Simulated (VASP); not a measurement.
Runs of VASP 6.6.1 on Nb2Sn2S. The structure is that of space group P-3m1 (No. 164), or close to it. The cells are those of the table. 

```csv
task,cell,k mesh,cutoff (eV),gap on the mesh (eV),pressure (GPa),relaxed volume (Å³/atom),largest force (eV/Å)
single point,"a = 4.003, b = 4.003, c = 6.998 Å, angles 90.0, 90.0, 120.0°, 5 atoms",6 × 6 × 4,520,none,52.1,-,(b)
relaxation of cell and atoms,"relaxed from a = 3.509, b = 3.509, c = 9.870 Å, angles 90.0, 90.0, 120.0°, 5 atoms",12 × 12 × 4,600,none,0.0,21.04,-
single point,"a = 3.508, b = 3.508, c = 9.890 Å, angles 90.0, 90.0, 120.0°, 5 atoms",12 × 12 × 4,520,none,(a),-,0.02
single point,"a = 3.509, b = 3.509, c = 9.870 Å, angles 90.0, 90.0, 120.0°, 5 atoms",6 × 6 × 4,520,none,-0.1,-,0.01
relaxation of cell and atoms,"relaxed from a = 4.003, b = 4.003, c = 6.998 Å, angles 90.0, 90.0, 120.0°, 5 atoms",6 × 6 × 4,600,none,-0.1,21.27,0.02
```

Alike in all rows: level PBE; potentials or basis VASP PAW PBE potentials, release 64 (Nb_sv, Sn_d, S); no spin polarisation; smearing gaussian 0.1 eV.

Q: Fill in the values left out.

A: (a) -0.2; (b) 9.17.

Caveats: spin-orbit coupling is left out, which moves the levels of the heavy elements; forces of over 1 eV/Å act on the atoms, so gaps and moduli don't describe the material at rest (some runs).

A k mesh can miss the band edges, and the runs leave out spin-orbit coupling on Nb, Sn.

A gap of «none» marks levels without a gap at the run's occupations.
